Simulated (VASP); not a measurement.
Input of a VASP 6.6.1 run:

INCAR

```
PREC = Accurate ; ENCUT = 600
EDIFF = 1E-6 ; ISMEAR = -1
SIGMA = 0.05 ; LREAL = F
LASPH = T ; NELM = 200
ALGO = Normal ; ISIF = 2
LWAVE = F ; LCHARG = F
LMAXMIX = 4 ; LDAU = T
LDAUTYPE = 2 ; LDAUL = -1 2 -1
LDAUU = 0 5 0 ; LDAUJ = 0 0 0
LDAUPRINT = 1 ; GGA = CA
NBANDS = 51 ; GGA_COMPAT = F
KPAR = 4
```

Contents of KPOINTS:

```
Automatic mesh
0
Gamma
  7 7 4
```

File POSCAR:

```
BaTiO3
1.0
    4.0073000000      0.0000000000      0.0000000000
    0.0000000000      4.0073000000      0.0000000000
    0.0000000000      0.0000000000      8.0146000000
Ba Ti O
2 2 6
Direct
    0.5774118300      0.5950023200      0.2399217200
    0.5133239400      0.4560751000      0.7636477900
    0.0354144600      0.9982134600      0.0132376500
    0.9499882200      0.9711686500      0.5185272300
    0.5690732100      0.9256262100      0.9797733700
    0.4293289800      0.9665517700      0.5005258200
    0.9689020100      0.5955733500      0.9841481100
    0.9541317500      0.4628596100      0.5236707700
    0.9618464100      0.0102451400      0.2239939200
    0.0405791900      0.0186844000      0.7525536100
```

Potentials or basis: VASP PAW LDA potentials, release 64 (Ba_sv, Ti_sv, O).

Run with:

```console
$ cat potpaw_LDA.64/Ba_sv/POTCAR potpaw_LDA.64/Ti_sv/POTCAR potpaw_LDA.64/O/POTCAR > POTCAR
$ mpirun -np 4 vasp_std > vasp.out
```

(1) Estimate the pressure.

(2) Predict the largest force.

(3) Predict the band gap on the k mesh.

Answers

(1) 14.8 GPa.

(2) 9.087 eV/Å.

(3) 1.95 eV.

Caveat: the stress differs along the axes, from 10 to 18 GPa; spin-orbit coupling is left out, which moves the levels of the heavy elements; forces of over 1 eV/Å act on the atoms, so gaps and moduli don't describe the material at rest.
